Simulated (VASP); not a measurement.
A run of VASP 6.6.1 is set up as follows.

The input INCAR:

```
ALGO     = Normal         # electronic algorithm
EDIFF    = 1E-6           # SCF threshold, eV
EDIFFG   = -0.01          # ionic threshold
ENCUT    = 600            # plane-wave cutoff, eV
GGA      = PE             # functional
IBRION   = 2              # ionic algorithm
ISIF     = 3              # what is computed and relaxed
ISMEAR   = 0              # smearing method
LASPH    = T              # aspherical terms in the spheres
LCHARG   = F              # write CHGCAR
LREAL    = F              # projectors in reciprocal space
LWAVE    = F              # write WAVECAR
NELM     = 60             # most SCF steps
NSW      = 100            # ionic steps
PREC     = Accurate       # precision mode
SIGMA    = 0.1            # smearing width, eV
```

The input KPOINTS:

```
k-points
0
Gamma
  12 12 12
```

The input POSCAR:

```
La3O
1.0
   -2.9606859300      2.9606859300      2.9606859300
    2.9606859300     -2.9606859300      2.9606859300
    2.9606859300      2.9606859300     -2.9606859300
La O
3 1
Direct
    0.0000000000      0.5000000000      0.5000000000
    0.5000000000      0.0000000000      0.5000000000
    0.5000000000      0.5000000000      0.0000000000
    0.0000000000      0.0000000000      0.0000000000
```

Potentials or basis: VASP PAW PBE potentials, release 64 (La, O).

Launch:

```bash
$ cat potpaw_PBE.64/La/POTCAR potpaw_PBE.64/O/POTCAR > POTCAR
$ mpirun -np 1 vasp_std > vasp.out
```

Estimate the relaxed volume.

24.99 Å³/atom.

What does it give for the space group after relaxing (to 0.05 Å)?

Im-3m (No. 229).

Estimate the relaxed cell.

a = 5.064 Å, b = 5.064 Å, c = 5.064 Å, α = 109.47°, β = 109.47°, γ = 109.47°.

Step by step:
```csv
step,energy change (eV),largest force (eV/Å),pressure (GPa),volume (Å³)
1,0.0000,0.0000,-1.60,103.81
2,-0.0196,0.0000,0.03,99.97
```

Caveat: an odd number of electrons without spin polarisation forces a metal; a magnetic or distorted state may lie lower.
